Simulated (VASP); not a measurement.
Wanted: the native input for a VASP 6.6.1 run.

| Quantity | Value |
| --- | --- |
| Task | single point |
| Functional | PBE |
| Potentials or basis | VASP PAW PBE potentials, release 64 (Si, F) |
| Cutoff | 520 eV |
| k mesh | 12 × 12 × 8 |
| Occupations | gaussian, width 0.1 eV |
| Spin | no spin polarisation |
| Dipole correction | no |
| Further INCAR settings | ALGO = Normal; EDIFF = 1e-07; NBANDS = 22 |

The structure of Si5F lies in POSCAR:

```
Si5F
1.0
    4.6665469995      0.0000000000      0.0000000000
   -2.3332734997      4.0413482495      0.0000000000
    0.0000000000      0.0000000000      4.5100595665
Si F
5 1
Direct
    0.0000000000      0.3507842955      0.0000000000
    0.6492157045      0.6492157045      0.0000000000
    0.3507842955      0.0000000000      0.0000000000
    0.6666666667      0.3333333333      0.5000000000
    0.3333333333      0.6666666667      0.5000000000
    0.0000000000      0.0000000000      0.5000000000
```

The cell was built from a structure type or drawn by symmetry, and may not be a known phase.

The input as run:

INCAR

```
  PREC = Accurate
  ENCUT = 520
  EDIFF = 1E-7
  ISMEAR = 0
  SIGMA = 0.1
  LREAL = F
  LASPH = T
  NELM = 60
  ALGO = Normal
  ISIF = 2
  LWAVE = F
  LCHARG = F
  GGA = PE
  NBANDS = 22
```

KPOINTS

```
Automatic mesh
0
Gamma
  12 12 8
```

Potentials or basis: VASP PAW PBE potentials, release 64 (Si, F).

Run with:

```console
$ cat potpaw_PBE.64/Si/POTCAR potpaw_PBE.64/F/POTCAR > POTCAR
$ mpirun -np 1 vasp_std > vasp.out
```

Results of the run:

```
Pressure               : -0.1 GPa
Largest force          : 0.006 eV/Å
Band gap on the k mesh : zero (an odd number of electrons rules out a gap without spin polarisation)
```

Caveat: an odd number of electrons without spin polarisation forces a metal; a magnetic or distorted state may lie lower.

Wall time 100 s on 1 thread of AMD EPYC 9R45 (Zen 5) (shared host), peak memory 0.25 GiB.
